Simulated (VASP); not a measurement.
Os:

```
Os
1.0
     2.78772    0.00000    0.00000
    -1.39386    2.41424    0.00000
     0.00000    0.00000    4.40442
Os
2
Cartesian
  1.3939 0.8047 3.3033
  0.0000 1.6095 1.1011
```

Base run:

| Quantity | Value |
| --- | --- |
| Program | VASP 6.6.1 |
| Functional | PBEsol |
| Dispersion | D3(BJ) |
| Potentials or basis | VASP PAW PBE potentials, release 64 (Os) |
| Cutoff | 520 eV |
| k mesh | 11 × 11 × 6 |
| Occupations | fermi-dirac, width 0.05 eV |
| Spin | no spin polarisation |

Its results: band gap on the k mesh zero (band 8 reaches 10.34 eV, above the bottom of band 9 at 6.80 eV); pressure -30.9 GPa.

Question: The run is repeated on the same cell with these changes: functional from PBEsol to r2SCAN. What comes out?

Answer: Band gap on the k mesh zero (band 8 reaches 10.37 eV, above the bottom of band 9 at 6.67 eV); pressure -23.6 GPa.

Caveats: the PAW data sets were made with another functional, which shifts forces and pressure a little; spin-orbit coupling is left out, which moves the levels of the heavy elements; pairwise dispersion overbinds metals, which lowers pressure and volume.
